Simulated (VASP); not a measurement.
Be, 1 atom in the cell. The structure is tetragonal, space group I4/mmm (No. 139). The conventional cell has a = 2.506 Å, b = 2.506 Å, c = 2.431 Å, α = 90.00°, β = 90.00°, γ = 90.00°. Within 2.8 Å of Be (site symmetry 4/mmm) lie 14 Be at 2.15 to 2.51 Å.  This cell differs from its parent crystal: zz strain of -3 %.

* Program: VASP 6.6.1
* Task: single point
* Functional: PBEsol
* Potentials or basis: VASP PAW PBE potentials, release 64 (Be)
* Cutoff: 520 eV
* k mesh: 23 × 23 × 23
* Occupations: fermi-dirac, width 0.03 eV
* Spin: no spin polarisation
* Dipole correction: no
* Further INCAR settings: ALGO = Normal; EDIFF = 1e-06; NBANDS = 7

Potentials or basis: VASP PAW PBE potentials, release 64 (Be).

Run with:

```console
$ cat potpaw_PBE.64/Be/POTCAR > POTCAR
$ mpirun -np 1 vasp_std > vasp.out
```

Hardware: 1 thread of Intel(R) Xeon(R) Platinum 8488C (Sapphire Rapids) (shared host).

Task: Estimate the wall time of this run.

Result: Run time: 17 s on 1 thread of Intel(R) Xeon(R) Platinum 8488C (Sapphire Rapids), with other jobs on the host, peak memory 0.15 GiB. Counts: scf iterations 9, k points 936.
